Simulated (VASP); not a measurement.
Runs of VASP 6.6.1 on Mo. The structure is that of space group P6/mmm (No. 191), or close to it. The cells are those of the table. 

| cell | gap on the mesh (eV) | pressure (GPa) |
| --- | --- | --- |
| a = 2.681, b = 2.722, c = 2.555 Å, angles 90.0, 90.0, 119.5°, 1 atom | none | 6.5 |
| a = 2.845, b = 2.763, c = 2.555 Å, angles 90.0, 90.0, 121.0°, 1 atom | none | (b) |
| a = 2.626, b = 2.709, c = 2.555 Å, angles 90.0, 90.0, 119.0°, 1 atom | none | 12.1 |
| a = 2.708, b = 2.729, c = 2.555 Å, angles 90.0, 90.0, 119.8°, 1 atom | none | (a) |
| a = 2.653, b = 2.715, c = 2.555 Å, angles 90.0, 90.0, 119.3°, 1 atom | none | 9.2 |

Alike in all rows: task single point; level r2SCAN; potentials or basis VASP PAW PBE potentials, release 64 (Mo_sv); no spin polarisation; k mesh 18 × 18 × 18; cutoff (eV) 520; smearing gaussian 0.15 eV.

**Question.** Fill in the values left out.

**Answer.** (a) 3.9; (b) -6.7.

Caveats: the PAW data sets were made with another functional, which shifts forces and pressure a little; the cell stands under pressure (at least some runs); the cell stands under tension (at least some runs).

A k mesh can miss the band edges, and the runs leave out spin-orbit coupling on Mo.

A gap of «none» marks levels without a gap at the run's occupations.
